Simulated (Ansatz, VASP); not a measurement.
Two plane-wave programs on SnTe

```
Sn Te
1.0
     0.00000    3.61115    3.61115
     3.61115    0.00000    3.61115
     3.61115    3.61115    0.00000
Sn Te
1 1
Direct
  0.00000 0.00000 0.00000
  0.75000 0.75000 0.75000
```

Alike in both runs: task single point; functional PBEsol; k mesh 4 × 4 × 4; occupations fermi-dirac, width 0.1 eV; non-collinear spin, spin-orbit coupling.

```csv
,VASP,Ansatz
version,VASP 6.6.1,Ansatz 0.2.0
potentials or method,"VASP PAW PBE potentials, release 64 (Sn_d, Te)","plane waves, PAW"
plane-wave cutoff (eV),520,420
valence electrons in the cell,20,30
```

```tsv
	VASP	Ansatz	Ansatz less VASP
net moment per atom (μB)	0.00	0.00	0.000
```

VASP's potentials were made for PBE, not for PBEsol. VASP's potentials hold 20 valence electrons a cell and Ansatz's 30, so a difference there can come from the potentials and not from the codes.

The k mesh is coarse, so the values compare programs but aren't converged.
